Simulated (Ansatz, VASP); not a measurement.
This is a calculation of BiS for VASP 6.6.1.

Contents of POSCAR:

```
BiS
1.0
    2.1092708700      1.2177881000      3.5004874800
   -2.1092708700      1.2177881000      3.5004874800
    0.0000000000     -2.4355762100      3.5004874800
Bi S
1 1
Direct
    0.0000000000      0.0000000000      0.0000000000
    0.5000000000      0.5000000000      0.5000000000
```

File INCAR.step1:

```
ALGO = Normal ; EDIFF = 1E-5
ENCUT = 520 ; GGA = PE
ISIF = 2 ; ISMEAR = -1
LASPH = T ; LCHARG = F
LREAL = F ; LWAVE = T
NBANDS = 18 ; NELM = 100
PREC = Accurate ; SIGMA = 0.05
```

Contents of INCAR.step2:

```
AEXX = 0.25 ; ALGO = Normal
EDIFF = 1E-7 ; ENCUT = 520
ISIF = 2 ; ISMEAR = -1
ISTART = 1 ; LASPH = T
LCHARG = F ; LHFCALC = T
LMIXTAU = T ; LREAL = F
LWAVE = F ; METAGGA = R2SCAN
NBANDS = 18 ; NELM = 100
PREC = Accurate ; PRECFOCK = Normal
SIGMA = 0.05
```

The input KPOINTS:

```
k-points
0
Gamma
  4 4 4
```

Potentials or basis: VASP PAW PBE potentials, release 64 (Bi_d, S).

Command:

```sh
$ cat potpaw_PBE.64/Bi_d/POTCAR potpaw_PBE.64/S/POTCAR > POTCAR
$ cp INCAR.step1 INCAR
$ mpirun -np 1 vasp_std > vasp.out
$ cp INCAR.step2 INCAR
$ mpirun -np 1 vasp_std > vasp.out
```

Task: Set up the same calculation for Ansatz 0.2.0. Potentials there: Ansatz PAW.

Result: As run (the cutoff follows the program's own potentials):

input

```
crystal:
  lattice:
    - [2.10927087, 1.2177881, 3.50048748]
    - [-2.10927087, 1.2177881, 3.50048748]
    - [0.0, -2.43557621, 3.50048748]
  atoms:
    - { symbol: Bi, position: [0.0, 0.0, 0.0] }
    - { symbol: S, position: [0.5, 0.5, 0.5] }
hamiltonian:
  xc: r2scan0
  pseudopotentials: { kind: paw }
kpoints:
  mp_grid: { grid: [4, 4, 4] }
scf:
  occupations: { method: fermi_dirac, width: 0.05 }
output:
  forces: true
  stress: true
  eigenvalues: true
```

Both were run:

|  | VASP | Ansatz | Ansatz less VASP |
| --- | --- | --- | --- |
| gap on the k mesh at the Fermi level (eV) | none | none | - |
| pressure (GPa) | -3.9 | -3.7 | +0.23 |
| traceless stress, the component that is largest in VASP (GPa) | 0.05 | 0.05 | +0.002 |

VASP's potentials were made for PBE, not for r2SCAN0. A gap of «none» marks a metal or a gap that the smearing closes.

The k mesh is coarse, so the values compare programs but aren't converged. Neither program's run includes spin-orbit coupling.
